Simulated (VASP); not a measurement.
A run of VASP 6.6.1 is set up as follows.

File INCAR:

```
ALGO = Normal ; EDIFF = 1E-6
ENCUT = 520 ; GGA = PE
ISIF = 2 ; ISMEAR = 0
LASPH = T ; LCHARG = F
LREAL = F ; LWAVE = F
NBANDS = 27 ; NELM = 60
PREC = Accurate ; SIGMA = 0.1
```

The input KPOINTS:

```
k-points
0
Gamma
  8 8 8
```

File POSCAR:

```
KTaSe3
1.0
    4.9562289709      0.0000000000      0.0000000000
    0.0000000000      4.9562289709      0.0000000000
    0.0000000000      0.0000000000      4.9562289709
K Ta Se
1 1 3
Direct
    0.0000000000      0.0000000000      0.0000000000
    0.5000000000      0.5000000000      0.5000000000
    0.0000000000      0.5000000000      0.5000000000
    0.5000000000      0.0000000000      0.5000000000
    0.5000000000      0.5000000000      0.0000000000
```

Potentials or basis: VASP PAW PBE potentials, release 64 (K_sv, Ta_pv, Se).

Launch:

```sh
$ cat potpaw_PBE.64/K_sv/POTCAR potpaw_PBE.64/Ta_pv/POTCAR potpaw_PBE.64/Se/POTCAR > POTCAR
$ mpirun -np 1 vasp_std > vasp.out
```

**Question.** Estimate the pressure.

**Answer.** 7.9 GPa.

**Question.** Predict the band gap on the k mesh.

**Answer.** Zero (bands 19 and 20 overlap by 1.06 eV).

Caveat: the cell stands under pressure; spin-orbit coupling is left out, which moves the levels of the heavy elements.
